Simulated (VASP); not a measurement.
A run of VASP 6.6.1 is set up as follows.

Contents of INCAR:

```
SYSTEM = SnTe
PREC = Accurate
ENCUT = 520
EDIFF = 1E-6
ISMEAR = -1
SIGMA = 0.05
LREAL = .FALSE.
LASPH = .TRUE.
NELM = 80
ALGO = Normal
ISIF = 2
LWAVE = .FALSE.
LCHARG = .FALSE.
GGA = PE
IVDW = 12
NBANDS = 17
```

The input KPOINTS:

```
regular mesh
0
G
  7 7 7
  0 0 0
```

Contents of POSCAR:

```
SnTe
1.0
    0.0000000000      3.1536812082      3.1536812082
    3.1536812082      0.0000000000      3.1536812082
    3.1536812082      3.1536812082      0.0000000000
Te Sn
1 1
Direct
    0.5000000000      0.5000000000      0.5000000000
    0.0000000000      0.0000000000      0.0000000000
```

Potentials or basis: VASP PAW PBE potentials, release 64 (Te, Sn_d).

The run is started by

```bash
$ cat potpaw_PBE.64/Te/POTCAR potpaw_PBE.64/Sn_d/POTCAR > POTCAR
$ mpirun -np 1 vasp_std > vasp.out
```

Question: Estimate the pressure.

Answer: -0.1 GPa.

Question: Predict the dispersion energy per atom.

Answer: -0.400 eV.
